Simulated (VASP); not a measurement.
Set up this calculation in VASP 6.6.1, as the native input.

```
Task                   : single point
Functional             : PBE
Potentials or basis    : VASP PAW PBE potentials, release 64 (Pb_d, Te)
Cutoff                 : 500 eV
k mesh                 : 8 × 8 × 8
Occupations            : gaussian, width 0.02 eV
Spin                   : no spin polarisation
Dipole correction      : no
Further INCAR settings : ALGO = Normal; EDIFF = 1e-06; NBANDS = 17
```

The structure of TePb lies in POSCAR:

```
TePb
1.0
    0.0000000000      3.2849854540      3.2849854540
    3.2849854540      0.0000000000      3.2849854540
    3.2849854540      3.2849854540      0.0000000000
Pb Te
1 1
Direct
    0.0000000000      0.0000000000      0.0000000000
    0.5000000000      0.5000000000      0.5000000000
```

The input as run:

INCAR

```
PREC = Accurate ; ENCUT = 500
EDIFF = 1E-6 ; ISMEAR = 0
SIGMA = 0.02 ; LREAL = False
LASPH = True ; NELM = 120
ALGO = Normal ; ISIF = 2
LWAVE = False ; LCHARG = True
GGA = PE ; LELF = True
LVHAR = True ; NBANDS = 17
GGA_COMPAT = False
```

KPOINTS

```
regular mesh
0
Gamma
  8 8 8
```

Potentials or basis: VASP PAW PBE potentials, release 64 (Pb_d, Te).

Command:

```bash
$ cat potpaw_PBE.64/Pb_d/POTCAR potpaw_PBE.64/Te/POTCAR > POTCAR
$ mpirun -np 1 vasp_std > vasp.out
```

Results of the run:

```
Pressure               : -0.1 GPa
Band gap on the k mesh : 0.83 eV
```

Caveat: spin-orbit coupling is left out, which moves the levels of the heavy elements.

Wall time 15 s on 1 thread of Intel(R) Xeon(R) 6975P-C (Granite Rapids) (shared host), peak memory 0.21 GiB.
